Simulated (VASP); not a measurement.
Set up this calculation in VASP 6.6.1, as the native input.

```
Task                    : density of states
Functional              : PBE
Potentials or basis     : VASP PAW PBE potentials, release 64 (C)
Cutoff                  : 520 eV
k mesh                  : 24 × 24 × 22
Occupations             : fermi-dirac, width 0.1 eV
Spin                    : no spin polarisation
Dipole correction       : no
k mesh for the DOS      : 36 × 36 × 33
Occupations for the DOS : tetrahedron
Further INCAR settings  : ALGO = Normal; EDIFF = 1e-06
```

The system is C.

```
CELL_PARAMETERS angstrom
2.04108 0.00000 0.00000
-1.02054 1.76762 0.00000
0.00000 0.00000 1.56788
ATOMIC_POSITIONS crystal
C 0.00000 0.00000 0.00000
```

One way to write it, as run:

POSCAR

```
C
1.0
    2.0410751715      0.0000000000      0.0000000000
   -1.0205375858      1.7676229496      0.0000000000
    0.0000000000      0.0000000000      1.5678823434
C
1
Direct
    0.0000000000      0.0000000000      0.0000000000
```

INCAR.step1

```
  PREC = Accurate
  ENCUT = 520
  EDIFF = 1E-6
  ISMEAR = -1
  SIGMA = 0.1
  LREAL = False
  LASPH = True
  NELM = 80
  ALGO = Normal
  ISIF = 2
  LWAVE = False
  LCHARG = True
  GGA = PE
  NBANDS = 8
```

KPOINTS.step1

```
regular mesh
0
Gamma
  24 24 22
```

INCAR.step2

```
  PREC = Accurate
  ENCUT = 520
  EDIFF = 1E-6
  ISMEAR = -5
  SIGMA = 0.1
  LREAL = False
  LASPH = True
  NELM = 80
  ALGO = Normal
  ISIF = 2
  LWAVE = False
  LCHARG = False
  GGA = PE
  LORBIT = 11
  NEDOS = 2001
  ICHARG = 11
```

KPOINTS.step2

```
regular mesh
0
Gamma
  36 36 33
```

Potentials or basis: VASP PAW PBE potentials, release 64 (C).

Launch:

```sh
$ cat potpaw_PBE.64/C/POTCAR > POTCAR
$ cp INCAR.step1 INCAR
$ cp KPOINTS.step1 KPOINTS
$ mpirun -np 1 vasp_std > vasp.out
$ cp INCAR.step2 INCAR
$ cp KPOINTS.step2 KPOINTS
$ mpirun -np 1 vasp_std > vasp.out
```

Results of the run:

- Valence electrons inside the program's atomic spheres: C 2.31

Wall time 32 s on 1 thread of Intel(R) Xeon(R) 6975P-C (Granite Rapids) (shared host), peak memory 0.21 GiB.
